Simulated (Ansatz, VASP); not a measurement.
Al in VASP and in Ansatz

The input INCAR:

```
ALGO = Normal ; EDIFF = 1E-8
ENCUT = 520 ; GGA = PE
ISIF = 2 ; ISMEAR = -1
LASPH = True ; LCHARG = False
LEFG = True ; LREAL = False
LWAVE = False ; NBANDS = 8
NELM = 80 ; PREC = Accurate
SIGMA = 0.05
```

KPOINTS

```
k-points
0
Gamma
  14 14 14
```

Contents of POSCAR:

```
Al
1.0
    0.0000000000      2.0373842317      2.0373842317
    2.0373842317      0.0000000000      2.0373842317
    2.0373842317      2.0373842317      0.0000000000
Al
1
Direct
    0.0000000000      0.0000000000      0.0000000000
```

Input for Ansatz:

```yaml
crystal:
  lattice:
    - [0.0, 2.0373842317, 2.0373842317]
    - [2.0373842317, 0.0, 2.0373842317]
    - [2.0373842317, 2.0373842317, 0.0]
  atoms:
    - { symbol: Al, position: [0.0, 0.0, 0.0] }
kpoints:
  mp_grid: { grid: [14, 14, 14] }
scf:
  occupations: { method: fermi_dirac, width: 0.05 }
hamiltonian:
  xc: pbe
  pseudopotentials: { kind: all_electron, datasets: crystal }
output:
  forces: true
  stress: true
  eigenvalues: true
  efg: { contact_densities: true }
```

Change from the starting cell: volume scaled by 1.02, crystal datasets.

Alike in both runs: task electric field gradients; functional PBE; k mesh 14 × 14 × 14; occupations fermi-dirac, width 0.05 eV; no spin polarisation.

|  | VASP | Ansatz |
| --- | --- | --- |
| version | VASP 6.6.1 | Ansatz 0.2.0 |
| potentials or method | VASP PAW PBE potentials, release 64 (Al), cutoff 520 eV | all-electron PAW with datasets made for the crystal, scalar-relativistic |

```csv
,VASP,Ansatz,Ansatz less VASP
pressure (GPa),-2.1,-2.0,+0.03
```

Ansatz ran all-electron here, and VASP with PAW potentials.
